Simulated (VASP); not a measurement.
Set up this calculation in VASP 6.6.1, as the native input.

```yaml
Task: single point
Functional: HSE06
Potentials_or_basis: VASP PAW PBE potentials, release 64 (Pb_d, Te)
Cutoff: 520 eV
k_mesh: 4 × 4 × 4
Occupations: gaussian, width 0.01 eV
Spin: no spin polarisation
Dipole_correction: no
Grid_for_exact_exchange_PRECFOCK: Normal
Further_INCAR_settings: ALGO = Normal; EDIFF = 1e-07; NBANDS = 17
Share_of_exact_exchange: 0.25
Screening_parameter: 0.2079 1/Å
```

Crystal: TePb.

```xyz
2
Lattice="0.0000 3.6415 3.6415 3.6415 0.0000 3.6415 3.6415 3.6415 0.0000" Properties=species:S:1:pos:R:3 pbc="T T T"
Pb    0.0000    0.0000    0.0000
Te    1.8207    1.8207    1.8207
```

The input as run:

POSCAR

```
TePb
1.0
    0.0000000000      3.6414940692      3.6414940692
    3.6414940692      0.0000000000      3.6414940692
    3.6414940692      3.6414940692      0.0000000000
Pb Te
1 1
Direct
    0.0000000000      0.0000000000      0.0000000000
    0.2500000000      0.2500000000      0.2500000000
```

INCAR.step1

```
SYSTEM = TePb
PREC = Accurate
ENCUT = 520
EDIFF = 1E-5
ISMEAR = 0
SIGMA = 0.01
LREAL = .FALSE.
LASPH = .TRUE.
NELM = 100
ALGO = Normal
ISIF = 2
LWAVE = .TRUE.
LCHARG = .FALSE.
NBANDS = 17
GGA = PE
```

INCAR.step2

```
SYSTEM = TePb
PREC = Accurate
ENCUT = 520
EDIFF = 1E-7
ISMEAR = 0
SIGMA = 0.01
LREAL = .FALSE.
LASPH = .TRUE.
NELM = 100
ALGO = Normal
ISIF = 2
LWAVE = .FALSE.
LCHARG = .FALSE.
GGA = PE
LHFCALC = .TRUE.
HFSCREEN = 0.2079
PRECFOCK = Normal
NBANDS = 17
ISTART = 1
```

KPOINTS

```
regular mesh
0
G
  4 4 4
  0 0 0
```

Potentials or basis: VASP PAW PBE potentials, release 64 (Pb_d, Te).

The run is started by

```sh
$ cat potpaw_PBE.64/Pb_d/POTCAR potpaw_PBE.64/Te/POTCAR > POTCAR
$ cp INCAR.step1 INCAR
$ mpirun -np 1 vasp_std > vasp.out
$ cp INCAR.step2 INCAR
$ mpirun -np 1 vasp_std > vasp.out
```

Results of the run:

| Item | Value |
| --- | --- |
| Pressure | -0.1 GPa |
| Band gap on the k mesh | 0.96 eV (least direct gap 1.62 eV) |

Caveat: the PAW data sets were made with another functional, which shifts forces and pressure a little; spin-orbit coupling is left out, which moves the levels of the heavy elements.

Run time: 49 min on 1 thread of AMD EPYC 7R43 64-Core Processor (Zen 3), with other jobs on the host, peak memory 0.31 GiB.
